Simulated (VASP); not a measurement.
A run of VASP 6.6.1:

Contents of INCAR:

```
SYSTEM = Cu
PREC = Accurate
ENCUT = 600
EDIFF = 1E-7
ISMEAR = -1
SIGMA = 0.05
LREAL = .False.
LASPH = .True.
NELM = 60
ALGO = Normal
ISIF = 4
LWAVE = .False.
LCHARG = .False.
GGA = PE
IBRION = 2
NSW = 50
EDIFFG = -0.005
```

KPOINTS

```
regular mesh
0
Gamma
  19 19 10
  0 0 0
```

File POSCAR:

```
Cu
1.0
    2.3742802085      0.0000000000      0.0000000000
   -1.1871401042      2.0561869763      0.0000000000
    0.0000000000      0.0000000000      3.9217037573
Cu
2
Direct
    0.3333333333      0.6666666667      0.2500000000
    0.6666666667      0.3333333333      0.7500000000
```

Potentials or basis: VASP PAW PBE potentials, release 64 (Cu).

Command:

```bash
$ cat potpaw_PBE.64/Cu/POTCAR > POTCAR
$ mpirun -np 1 vasp_std > vasp.out
```

Hardware: 1 thread of Intel Xeon 6975P-C, with other jobs on the host.

Q: How long does it take, and how much memory?

A: It took 93 s on 1 thread of Intel Xeon 6975P-C, with other jobs on the host, peak memory 0.2 GiB. Counts: scf iterations 25, k points 240, ion steps 3.
